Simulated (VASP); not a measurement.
# Cs (Fm-3m) in VASP: a series of runs

Cs is run at these levels: PBE; tasks: single point.

Everything below comes from runs of VASP 6.6.1. Logs are shortened: lines on timing, memory, paths and dates and some standing lists are left out, and cuts for length are marked.

**1. The cell of the first run**

It takes space group Fm-3m (No. 225, cubic). The conventional cell has a = 7.764 Å, b = 7.764 Å, c = 7.764 Å, α = 90.00°, β = 90.00°, γ = 90.00°.

**2. Single point, PBE**

INCAR reads:

```
PREC = Accurate ; ENCUT = 520
EDIFF = 1E-7 ; ISMEAR = -1
SIGMA = 0.15 ; LREAL = False
LASPH = True ; NELM = 80
ALGO = Normal ; ISIF = 2
LWAVE = False ; LCHARG = True
GGA = PE ; LELF = True
LVHAR = True ; NBANDS = 10
```

KPOINTS reads:

```
Automatic mesh
0
Gamma
  4 4 4
```

POSCAR reads:

```
Cs
1.0
    0.0000000000      3.8820000000      3.8820000000
    3.8820000000      0.0000000000      3.8820000000
    3.8820000000      3.8820000000      0.0000000000
Cs
1
Direct
    0.0000000000      0.0000000000      0.0000000000
```

Potentials or basis: VASP PAW PBE potentials, release 64 (Cs_sv).

Started as:

```
cat potpaw_PBE.64/Cs_sv/POTCAR > POTCAR
mpirun -np 1 vasp_std > vasp.out
```

OUTCAR:

```text
PREC = Accurate
   ENCUT = 520
   EDIFF = 1E-7
   ISMEAR = -1
   LREAL = False
   LASPH = True
   NELM = 80
   ISIF = 2
   GGA = PE

 ion  position               nearest neighbor table
   1  0.000  0.000  0.000-

  LATTYP: Found a face centered cubic cell.
 ALAT       =     7.7640000000

  Lattice vectors:

 A1 = (   0.0000000000,   3.8820000000,   3.8820000000)
 A2 = (   3.8820000000,   0.0000000000,   3.8820000000)
 A3 = (   3.8820000000,   3.8820000000,   0.0000000000)

Analysis of symmetry for initial positions (statically):
=====================================================================
 Subroutine PRICEL returns:
 Original cell was already a primitive cell.

 Routine SETGRP: Setting up the symmetry group for a
 face centered cubic supercell.

 Subroutine GETGRP returns: Found 48 space group operations
 (whereof 48 operations were pure point group operations)
 out of a pool of 48 trial point group operations.

The static configuration has the point symmetry O_h .

Analysis of symmetry for dynamics (positions and initial velocities):
=====================================================================
 Subroutine PRICEL returns:
 Original cell was already a primitive cell.

 Routine SETGRP: Setting up the symmetry group for a
 face centered cubic supercell.

 Subroutine GETGRP returns: Found 48 space group operations
 (whereof 48 operations were pure point group operations)
 out of a pool of 48 trial point group operations.

The dynamic configuration has the point symmetry O_h .

 Subroutine INISYM returns: Found 48 space group operations
 (whereof 48 operations are pure point group operations),
 and found     1 'primitive' translations

----------------------------------------------------------------------------------------

                                     Primitive cell

  volume of cell :     117.0029

  direct lattice vectors                    reciprocal lattice vectors
     0.000000000  3.882000000  3.882000000    -0.128799588  0.128799588  0.128799588
     3.882000000  0.000000000  3.882000000     0.128799588 -0.128799588  0.128799588
     3.882000000  3.882000000  0.000000000     0.128799588  0.128799588 -0.128799588

  length of vectors
     5.489977049  5.489977049  5.489977049     0.223087430  0.223087430  0.223087430

  position of ions in fractional coordinates (direct lattice)
     0.000000000  0.000000000  0.000000000

  ion indices of the primitive-cell ions
   primitive index   ion index
                 1           1

----------------------------------------------------------------------------------------

 KPOINTS: Automatic mesh

Automatic generation of k-mesh.
 Grid dimensions read from file:
 generate k-points for:    4    4    4

 Generating k-lattice:

  Cartesian coordinates                     Fractional coordinates (reciprocal lattice)
    -0.032199897  0.032199897  0.032199897     0.250000000  0.000000000  0.000000000
     0.032199897 -0.032199897  0.032199897     0.000000000  0.250000000  0.000000000
     0.032199897  0.032199897 -0.032199897     0.000000000  0.000000000  0.250000000

  Length of vectors
     0.055771858  0.055771858  0.055771858

  Shift w.r.t. Gamma in fractional coordinates (k-lattice)
     0.000000000  0.000000000  0.000000000

 Subroutine IBZKPT returns following result:
 ===========================================

 Found      8 irreducible k-points:

 Following reciprocal coordinates:
            Coordinates               Weight
  0.000000  0.000000  0.000000      1.000000
  0.250000  0.000000  0.000000      8.000000
  0.500000  0.000000  0.000000      4.000000
  0.250000  0.250000  0.000000      6.000000
  0.500000  0.250000  0.000000     24.000000
 -0.250000  0.250000  0.000000     12.000000
  0.500000  0.500000  0.000000      3.000000
 -0.250000  0.500000  0.250000      6.000000
   k-points           NKPTS =      8   k-points in BZ     NKDIM =      8   number of bands    NBANDS=     10
   number of dos      NEDOS =    301   number of ions     NIONS =      1
   total plane-waves  NPLWV =  74088
   dimension x,y,z NGX =    42 NGY =   42 NGZ =   42
   dimension x,y,z NGXF=    84 NGYF=   84 NGZF=   84
   ions per type =               1
   NGX,Y,Z   is equivalent  to a cutoff of  12.72, 12.72, 12.72 a.u.
   NGXF,Y,Z  is equivalent  to a cutoff of  25.44, 25.44, 25.44 a.u.
 SYSTEM =  unknown system
   PREC   = accura    normal or accurate (medium, high low for compatibility)
   ISTART =      0    job   : 0-new  1-cont  2-samecut
   ICHARG =      2    charge: 1-file 2-atom 10-const
   ISPIN  =      1    spin polarized calculation?
   LNONCOLLINEAR =      F non collinear calculations
   LSORBIT =      F    spin-orbit coupling
   LASPH  =      T    aspherical Exc in radial PAW
   ENCUT  =  520.0 eV  38.22 Ry    6.18 a.u.  10.21 10.21 10.21*2*pi/ulx,y,z
   NELM   =     80;   NELMIN=  2; NELMDL= -5     # of ELM steps
   EDIFF  = 0.1E-06   stopping-criterion for ELM
   LREAL  =      F    real-space projection
   EDIFFG = 0.1E-05   stopping-criterion for IOM
   NSW    =      0    number of steps for IOM
   IBRION =     -1    ionic relax: 0-MD 1-quasi-New 2-CG
   NFREE  =      0    steps in history (QN), initial steepest desc. (CG)
   ISIF   =      2    stress and relaxation
   ISYM   =      2    0-nonsym 1-usesym 2-fastsym
   POTIM  = 0.5000    time-step for ionic-motion
   TEBEG  =    0.0;   TEEND  =   0.0 temperature during run
   PSTRESS=    0.0 pullay stress
   NELECT =       9.0000    total number of electrons
   NUPDOWN=      -1.0000    fix difference up-down
   EMIN   =  10.00;   EMAX   =-10.00  energy-range for DOS
   EFERMI =   0.00;   METHOD = LEGACY
   ISMEAR =    -1;   SIGMA  =   0.15  broadening in eV -4-tet -1-fermi 0-gaus
   EFERMI_NEDOS =   21; number of points for ismear=-14 and -15
   IALGO  =     38    algorithm
   IMIX   =      4    mixing-type and parameters
     AMIX     =   0.40;   BMIX     =  1.00
     AMIX_MAG =   1.60;   BMIX_MAG =  1.00
  volume/ion in A,a.u.               =     117.00       789.57
  Fermi-wavevector in a.u.,A,eV,Ry     =   0.696237  1.315696  6.595360  0.484745
  Thomas-Fermi vector in A             =   1.779231
   LORBIT       =      0    0 simple, 1 ext, 2 COOP (PROOUT), +10 PAW based schemes
   GGA     = PE    functional components
   LHFCALC =     F    Hartree Fock is set to
   AEXX    =    0.0000 exact exchange contribution
   IVDW    =     0    specifies the selected vdW correction
   LEPSILON=     F    determine dielectric tensor
   LRPA    =     F    only Hartree local field effects (RPA)
 non-spin polarized calculation
  energy-cutoff  :      520.00
  volume of cell :      117.00
 maximum number of plane-waves:      3178
 NGX is ok and might be reduce to    42
   NGX = 21   NGY = 21   NGZ = 21

 number of electron       8.9999999 magnetization

 Free energy of the ion-electron system (eV)
  ---------------------------------------------------
  ext. energy  EPLUGINS =         0.00000000
  ---------------------------------------------------
  free energy    TOTEN  =        -0.87965346 eV

  energy without entropy =       -0.76897521  energy(sigma->0) =       -0.82431433

 E-fermi :   0.4120     XC(G=0):  -5.3604

 val. band max:        0.3894224246   @ k =   0.5000   0.0000   0.0000
 cond. band min:       0.6102662466   @ k =   0.5000   0.2500   0.0000
 fundamental gap:      0.2208438220
 Fermi energy:         0.4120199371

 k-point     1 :       0.0000    0.0000    0.0000
  band No.  band energies     occupation
      1     -23.4447      2.00000
      2     -10.1925      2.00000
      3     -10.1925      2.00000
      4     -10.1925      2.00000
      5      -1.2476      1.99997
      6       2.8531      0.00000
      7       2.8531      0.00000
      8       2.8531      0.00000
      9       3.9212      0.00000
     10       3.9212      0.00000

 k-point     2 :       0.2500    0.0000    0.0000
  band No.  band energies     occupation
      1     -23.4419      2.00000
      2     -10.2575      2.00000
      3     -10.2013      2.00000
      4     -10.2013      2.00000
      5      -0.6449      1.99826
      6       2.0327      0.00004
      7       2.9362      0.00000
      8       2.9362      0.00000
      9       3.8337      0.00000
     10       3.8337      0.00000

 k-point     3 :       0.5000    0.0000    0.0000
  band No.  band energies     occupation
      1     -23.4391      2.00000
      2     -10.3204      2.00000
      3     -10.2100      2.00000
      4     -10.2100      2.00000
      5       0.3894      1.07518
      6       1.1612      0.01346
      7       2.7120      0.00000
      8       2.7120      0.00000
      9       4.7010      0.00000
     10       4.7030      0.00000

 k-point     4 :       0.2500    0.2500    0.0000
  band No.  band energies     occupation
      1     -23.4410      2.00000
      2     -10.2549      2.00000
      3     -10.2159      2.00000
      4     -10.2159      2.00000
      5      -0.4514      1.99369
      6       1.9725      0.00006
      7       2.5829      0.00000
      8       3.2590      0.00000
      9       3.2590      0.00000
     10       4.2636      0.00000

 k-point     5 :       0.5000    0.2500    0.0000
  band No.  band energies     occupation
      1     -23.4382      2.00000
      2     -10.2985      2.00000
      3     -10.2434      2.00000
      4     -10.2247      2.00000
      5       0.6103      0.42109
      6       1.3814      0.00312
      7       2.0131      0.00005
      8       3.2215      0.00000
      9       3.8406      0.00000
     10       4.7817      0.00000

 k-point     6 :      -0.2500    0.2500    0.0000
  band No.  band energies     occupation
      1     -23.4391      2.00000
      2     -10.2844      2.00000
      3     -10.2462      2.00000
      4     -10.2101      2.00000
      5       0.2256      1.55215
      6       1.7609      0.00025
      7       1.9535      0.00007
      8       3.1147      0.00000
      9       3.7281      0.00000
     10       4.6536      0.00000

 k-point     7 :       0.5000    0.5000    0.0000
  band No.  band energies     occupation
      1     -23.4373      2.00000
      2     -10.3127      2.00000
      3     -10.2392      2.00000
      4     -10.2392      2.00000
      5       0.6935      0.26558
      6       1.4649      0.00179
      7       1.8217      0.00017
      8       4.3808      0.00000
      9       4.3808      0.00000
     10       4.6744      0.00000

 k-point     8 :      -0.2500    0.5000    0.2500
  band No.  band energies     occupation
      1     -23.4373      2.00000
      2     -10.2762      2.00000
      3     -10.2762      2.00000
      4     -10.2404      2.00000
      5       1.1739      0.01237
      6       1.6125      0.00067
      7       1.6125      0.00067
      8       2.4692      0.00000
      9       4.7371      0.00000
     10       4.8152      0.00000

------------------------ aborting loop because EDIFF is reached ----------------------------------------

  FORCE on cell =-STRESS in cart. coord.  units (eV):
  Direction    XX          YY          ZZ          XY          YZ          ZX
  --------------------------------------------------------------------------------------
  -------------------------------------------------------------------------------------
  Total        0.0141548      0.0141548      0.0141548      0.0000000      0.0000000      0.0000000
  in kB        0.1938282      0.1938282      0.1938282      0.0000000      0.0000000      0.0000000
  external PRESSURE =       0.1938282 kB  Pullay stress =       0.0000000 kB

 VOLUME and BASIS-vectors are now :
 -----------------------------------------------------------------------------
  energy-cutoff  :      520.00
  volume of cell :      117.00
      direct lattice vectors                 reciprocal lattice vectors
     0.000000000  3.882000000  3.882000000    -0.128799588  0.128799588  0.128799588
     3.882000000  0.000000000  3.882000000     0.128799588 -0.128799588  0.128799588
     3.882000000  3.882000000  0.000000000     0.128799588  0.128799588 -0.128799588

 POSITION                                       TOTAL-FORCE (eV/Angst)
 -----------------------------------------------------------------------------------
      0.00000      0.00000      0.00000         0.000000      0.000000      0.000000
 -----------------------------------------------------------------------------------
    total drift:                               -0.000000     -0.000000     -0.000000

  FREE ENERGIE OF THE ION-ELECTRON SYSTEM (eV)
  ---------------------------------------------------
  free  energy   TOTEN  =        -0.8796534602 eV

  energy  without entropy=       -0.7689752081  energy(sigma->0) =       -0.82431433
```

Run time: 15 s. Hardware: 1 thread of Intel Xeon Platinum 8488C (Sapphire Rapids), shared host; peak memory 0.24 GiB.

What came out:

```yaml
Free_energy: -0.8797 eV
Pressure: 0.0 GPa
```

Caveat: spin-orbit coupling is left out, which moves the levels of the heavy elements.

**3. Single point, PBE**

INCAR reads:

```
SYSTEM = Cs
ALGO = Normal
EDIFF = 1E-7
ENCUT = 520
GGA = PE
ISIF = 2
ISMEAR = -1
LASPH = .True.
LCHARG = .False.
LREAL = .False.
LWAVE = .False.
NBANDS = 10
NELM = 80
PREC = Accurate
SIGMA = 0.15
```

KPOINTS reads:

```
k-points
0
Gamma
  4 4 4
  0 0 0
```

POSCAR is that of step 2.

Potentials or basis: VASP PAW PBE potentials, release 64 (Cs_sv).

Started as:

```
cat potpaw_PBE.64/Cs_sv/POTCAR > POTCAR
mpirun -np 1 vasp_std > vasp.out
```

Run time: 12 s. Hardware: 1 thread of Intel Xeon Platinum 8488C (Sapphire Rapids), shared host; peak memory 0.24 GiB.

Results (log left out):

```yaml
Free_energy: -0.8797 eV
Pressure: 0.0 GPa
```

Levels at points of the mesh, in eV from the Fermi level:
```
           k point  band 3  band 4  band 5  band 6  band 7  band 8
(0.00, 0.00, 0.00)  -10.60  -10.60   -1.66    2.44    2.44    2.44
(0.50, 0.00, 0.00)  -10.62  -10.62   -0.02    0.75    2.30    2.30
(0.50, 0.50, 0.00)  -10.65  -10.65    0.28    1.05    1.41    3.97
```

Caveat: spin-orbit coupling is left out, which moves the levels of the heavy elements.

**4. Single point, PBE, non-collinear spin, zero start, spin-orbit coupling**

INCAR reads:

```
ALGO = Normal
EDIFF = 1E-6
ENCUT = 520
GGA = PE
GGA_COMPAT = F
ISIF = 2
ISMEAR = -1
LASPH = T
LCHARG = T
LORBIT = 11
LORBMOM = T
LREAL = F
LSORBIT = T
LVHAR = T
LWAVE = F
MAGMOM = 0 0 0
NBANDS = 20
NELM = 150
PREC = Accurate
SIGMA = 0.15
```

KPOINTS reads:

```
k-points
0
Gamma
  4 4 4
```

POSCAR is that of step 3.

Potentials or basis: VASP PAW PBE potentials, release 64 (Cs_sv).

Started as:

```
cat potpaw_PBE.64/Cs_sv/POTCAR > POTCAR
mpirun -np 1 vasp_ncl > vasp.out
```

OUTCAR:

```text
EDIFF = 1E-6
   ENCUT = 520
   GGA = PE
   ISIF = 2
   ISMEAR = -1
   LASPH = T
   LORBIT = 11
   LREAL = F
   LSORBIT = T
   NELM = 150
   PREC = Accurate

 ion  position               nearest neighbor table
   1  0.000  0.000  0.000-

  LATTYP: Found a face centered cubic cell.
 ALAT       =     7.7640000000

  Lattice vectors:

 A1 = (   0.0000000000,   3.8820000000,   3.8820000000)
 A2 = (   3.8820000000,   0.0000000000,   3.8820000000)
 A3 = (   3.8820000000,   3.8820000000,   0.0000000000)

Analysis of symmetry for initial positions (statically):
=====================================================================
 Subroutine PRICEL returns:
 Original cell was already a primitive cell.

 Routine SETGRP: Setting up the symmetry group for a
 face centered cubic supercell.

 Subroutine GETGRP returns: Found 48 space group operations
 (whereof 48 operations were pure point group operations)
 out of a pool of 48 trial point group operations.

The static configuration has the point symmetry O_h .

Analysis of symmetry for dynamics (positions and initial velocities):
=====================================================================
 Subroutine PRICEL returns:
 Original cell was already a primitive cell.

 Routine SETGRP: Setting up the symmetry group for a
 face centered cubic supercell.

[... 366 lines left out ...]
  free  energy   TOTEN  =        -1.0425945784 eV

  energy  without entropy=       -0.9318417557  energy(sigma->0) =       -0.98721817

 orbital moment (x)

 # of ion     p       d       tot
 ----------------------------------------
  1        -0.000  -0.000  -0.000
 ----------------------------------------
           -0.000  -0.000  -0.000

 orbital moment (y)

 # of ion     p       d       tot
 ----------------------------------------
  1         0.000   0.000   0.000
 ----------------------------------------
            0.000   0.000   0.000

 orbital moment (z)

 # of ion     p       d       tot
 ----------------------------------------
  1         0.000   0.000   0.000
 ----------------------------------------
            0.000   0.000   0.000

 Spin-Orbit-Coupling matrix elements

 Ion:    1  E_soc:     -0.3270743
 l=   1
     0.0000000    -0.0545108    -0.0545108
    -0.0545108     0.0000000    -0.0545108
    -0.0545108    -0.0545108     0.0000000
 l=   2
     0.0000000     0.0000009     0.0000000     0.0000009    -0.0000025
     0.0000009     0.0000000    -0.0000019     0.0000009    -0.0000006
     0.0000000    -0.0000019     0.0000000    -0.0000019     0.0000000
     0.0000009     0.0000009    -0.0000019     0.0000000    -0.0000006
    -0.0000025    -0.0000006     0.0000000    -0.0000006     0.0000000
 l=   3
     0.0000000     0.0000000     0.0000000     0.0000000     0.0000000     0.0000000     0.0000000
     0.0000000     0.0000000     0.0000000     0.0000000     0.0000000     0.0000000     0.0000000
     0.0000000     0.0000000     0.0000000     0.0000000     0.0000000     0.0000000     0.0000000
     0.0000000     0.0000000     0.0000000     0.0000000     0.0000000     0.0000000     0.0000000
     0.0000000     0.0000000     0.0000000     0.0000000     0.0000000     0.0000000     0.0000000
     0.0000000     0.0000000     0.0000000     0.0000000     0.0000000     0.0000000     0.0000000
     0.0000000     0.0000000     0.0000000     0.0000000     0.0000000     0.0000000     0.0000000

 total charge

# of ion       s       p       d       tot
------------------------------------------
    1        1.854   4.679   0.012   6.545

 magnetization (x)

# of ion       s       p       d       tot
------------------------------------------
    1        0.000   0.000   0.000   0.000

 magnetization (y)

# of ion       s       p       d       tot
------------------------------------------
    1       -0.000   0.000   0.000   0.000

 magnetization (z)

# of ion       s       p       d       tot
------------------------------------------
    1        0.000   0.000  -0.000  -0.000
```

OSZICAR:

```text
N       E                     dE             d eps       ncg     rms          rms(c)
DAV:   1     0.590863376321E+02    0.59086E+02   -0.28052E+03   320   0.645E+02
DAV:   2     0.658093577798E+01   -0.52505E+02   -0.49818E+02   472   0.124E+02
DAV:   3    -0.878617735258E+00   -0.74596E+01   -0.73815E+01   372   0.478E+01
DAV:   4    -0.104016178433E+01   -0.16154E+00   -0.16144E+00   416   0.769E+00
DAV:   5    -0.104133101904E+01   -0.11692E-02   -0.11692E-02   388   0.671E-01    0.328E-01
DAV:   6    -0.104174015959E+01   -0.40914E-03   -0.11609E-03   412   0.184E-01    0.201E-01
DAV:   7    -0.104204738857E+01   -0.30723E-03   -0.27957E-04   376   0.918E-02    0.955E-02
DAV:   8    -0.104255051615E+01   -0.50313E-03   -0.11710E-03   372   0.191E-01    0.240E-02
DAV:   9    -0.104259358916E+01   -0.43073E-04   -0.58302E-05   360   0.428E-02    0.565E-03
DAV:  10    -0.104259457840E+01   -0.98924E-06   -0.63996E-06   416   0.129E-02
   1 F= -.10425946E+01 E0= -.98721817E+00  d E =-.110753E+00  mag=     0.0000     0.0000    -0.0000
```

stdout:

```text
POSCAR found type information on POSCAR Cs
 POSCAR found :  1 types and       1 ions
 scaLAPACK will be used
 LDA part: xc-table for (Slater+PW92), standard interpolation
 POSCAR, INCAR and KPOINTS ok, starting setup
 FFT: planning ... GRIDC
 FFT: planning ... GRID_SOFT
 FFT: planning ... GRID
 WAVECAR not read
 entering main loop
```

Run time: 59 s. Hardware: 1 thread of Intel Xeon Platinum 8488C (Sapphire Rapids), shared host; peak memory 0.5 GiB.

Results:

```yaml
Free_energy: -1.0426 eV
Pressure: 0.0 GPa
Net_moment: 0.00 μB per cell
Valence_electrons_inside_the_program's_atomic_spheres: Cs 6.54
```

Moments on the atoms (μB; x, y, z):
```
Cs  0.00 0.00 0.00
```
